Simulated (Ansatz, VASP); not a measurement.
# One calculation of PtS2, two programs

Contents of POSCAR:

```
PtS2
1.0
    5.3961499292      0.0000000000      0.0000000000
    0.0000000000      5.3961499292      0.0000000000
    0.0000000000      0.0000000000      3.7868145898
Pt S
2 4
Direct
    0.5000000000      0.5000000000      0.5000000000
    0.0000000000      0.0000000000      0.0000000000
    0.6907540780      0.6907540780      0.0000000000
    0.8092459220      0.1907540780      0.5000000000
    0.3092459220      0.3092459220      0.0000000000
    0.1907540780      0.8092459220      0.5000000000
```

The input INCAR.step1:

```
SYSTEM = PtS2
PREC = Accurate
ENCUT = 520
ISMEAR = -1
SIGMA = 0.03
LREAL = .FALSE.
LASPH = .TRUE.
NELM = 100
NBANDS = 31
GGA = PE
ALGO = Normal
EDIFF = 1E-4
LWAVE = .TRUE.
LCHARG = .FALSE.
```

File INCAR.step2:

```
SYSTEM = PtS2
PREC = Accurate
ENCUT = 520
EDIFF = 1E-7
ISMEAR = -1
SIGMA = 0.03
LREAL = .FALSE.
LASPH = .TRUE.
NELM = 100
ALGO = Normal
ISIF = 2
LWAVE = .FALSE.
LCHARG = .FALSE.
METAGGA = R2SCAN
LMIXTAU = .TRUE.
LUSE_VDW = .TRUE.
IVDW_NL = 2
BPARAM = 11.95
CPARAM = 0.0093
NBANDS = 31
ISTART = 1
```

KPOINTS

```
regular mesh
0
G
  6 6 8
  0 0 0
```

Input for Ansatz:

```yaml
crystal:
  lattice:
    - [5.3961499292, 0.0, 0.0]
    - [0.0, 5.3961499292, 0.0]
    - [0.0, 0.0, 3.7868145898]
  atoms:
    - { symbol: Pt, position: [0.5, 0.5, 0.5] }
    - { symbol: Pt, position: [0.0, 0.0, 0.0] }
    - { symbol: S, position: [0.690754078, 0.690754078, 0.0] }
    - { symbol: S, position: [0.809245922, 0.190754078, 0.5] }
    - { symbol: S, position: [0.309245922, 0.309245922, 0.0] }
    - { symbol: S, position: [0.190754078, 0.809245922, 0.5] }
kpoints:
  mp_grid: { grid: [6, 6, 8] }
  band_path:
    path:
      - [0.0, 0.0, 0.0]
      - [0.0, 0.5, 0.0]
      - [0.5, 0.5, 0.0]
      - [0.0, 0.0, 0.5]
      - [0.0, 0.5, 0.5]
      - [0.5, 0.5, 0.5]
    npoints: 1
hamiltonian:
  xc: r2scan
  dispersion: rvv10
scf:
  occupations: { method: fermi_dirac, width: 0.03 }
  n_extra_bands: 5
output:
  forces: true
  stress: true
  eigenvalues: true
  write_density: true
  write_potential: true
  elf: true
  volumetric_format: npy
```

Alike in both runs: task single point; functional r2SCAN; dispersion rVV10; k mesh 6 × 6 × 8; occupations fermi-dirac, width 0.03 eV; no spin polarisation.

|  | VASP | Ansatz |
| --- | --- | --- |
| version | VASP 6.6.1 | Ansatz 0.2.0 |
| potentials or method | VASP PAW PBE potentials, release 64 (Pt, S) | plane waves, PAW |
| plane-wave cutoff (eV) | 520 | 500 |
| valence electrons in the cell | 44 | 60 |

Ansatz gave:

```
pressure (GPa)                     : -0.2
rms of the force components (eV/Å) : 0.007
```

What did VASP give for the same quantities?

Pressure (GPa): 0.0; rms of the force components (eV/Å): 0.003.

VASP's potentials were made for PBE, not for r2SCAN. Atom by atom the forces differ by 0.003 eV/Å (rms over components). VASP's potentials hold 44 valence electrons a cell and Ansatz's 60, so a difference there can come from the potentials and not from the codes.

Spin-orbit coupling is off throughout.
